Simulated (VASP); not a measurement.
Here is a VASP 6.6.1 calculation.

Contents of POSCAR:

```
Sb
1.0
   -4.0300106443      4.0300106443      2.0254867038
    4.0300106443     -4.0300106443      2.0254867038
    4.0300106443      4.0300106443     -2.0254867038
Sb
4
Direct
    0.6512630600      0.1512630600      0.8025261200
    0.1512630600      0.3487369400      0.5000000000
    0.3487369400      0.8487369400      0.1974738800
    0.8487369400      0.6512630600      0.5000000000
```

The input INCAR.step1:

```
PREC = Accurate
ENCUT = 520
EDIFF = 1E-5
ISMEAR = -1
SIGMA = 0.05
LREAL = F
LASPH = T
NELM = 100
ALGO = Normal
ISIF = 2
LWAVE = T
LCHARG = F
NBANDS = 18
GGA = PE
```

INCAR.step2

```
PREC = Accurate
ENCUT = 520
EDIFF = 1E-7
ISMEAR = -1
SIGMA = 0.05
LREAL = F
LASPH = T
NELM = 100
ALGO = Normal
ISIF = 2
LWAVE = F
LCHARG = F
METAGGA = R2SCAN
LHFCALC = T
AEXX = 0.1
LMIXTAU = T
PRECFOCK = Normal
NBANDS = 18
ISTART = 1
```

The input KPOINTS:

```
regular mesh
0
Gamma
  4 4 4
```

Potentials or basis: VASP PAW PBE potentials, release 64 (Sb).

Command:

```sh
$ cat potpaw_PBE.64/Sb/POTCAR > POTCAR
$ cp INCAR.step1 INCAR
$ mpirun -np 1 vasp_std > vasp.out
$ cp INCAR.step2 INCAR
$ mpirun -np 1 vasp_std > vasp.out
```

Problem. Estimate the band gap on the k mesh.

Solution. Zero (bands 10 and 11 overlap by 2.13 eV).

Problem. Estimate the largest force.

Solution. 0.109 eV/Å.

Stress tensor (GPa, compression positive):
```
-1.04  0.00  0.00
 0.00 -1.04  0.00
 0.00  0.00  0.76
```

Caveat: the k points lie up to 0.43 Å⁻¹ apart, too coarse for converged energies and pressures of a metal; the PAW data sets were made with another functional, which shifts forces and pressure a little; spin-orbit coupling is left out, which moves the levels of the heavy elements.
